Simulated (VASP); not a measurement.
Input of a VASP 6.6.1 run:

File INCAR:

```
SYSTEM = PtC
ALGO = Normal ; EDIFF = 1E-6
ENCUT = 520 ; GGA = PE
ISIF = 2 ; ISMEAR = 0
LASPH = .TRUE. ; LCHARG = .FALSE.
LREAL = .FALSE. ; LWAVE = .FALSE.
NBANDS = 14 ; NELM = 100
PREC = Accurate ; SIGMA = 0.1
```

KPOINTS

```
k-points
0
G
  20 20 20
  0 0 0
```

The input POSCAR:

```
PtC
1.0
    0.0000000000      2.3590187471      2.3590187471
    2.3590187471      0.0000000000      2.3590187471
    2.3590187471      2.3590187471      0.0000000000
Pt C
1 1
Direct
    0.0000000000      0.0000000000      0.0000000000
    0.2500000000      0.2500000000      0.2500000000
```

Potentials or basis: VASP PAW PBE potentials, release 64 (Pt, C).

The run is started by

```sh
$ cat potpaw_PBE.64/Pt/POTCAR potpaw_PBE.64/C/POTCAR > POTCAR
$ mpirun -np 1 vasp_std > vasp.out
```

**Question.** Estimate the band gap on the k mesh.

**Answer.** Zero (bands 7 and 8 overlap by 4.36 eV).

**Question.** Estimate the pressure.

**Answer.** 0.2 GPa.

Caveat: spin-orbit coupling is left out, which moves the levels of the heavy elements.
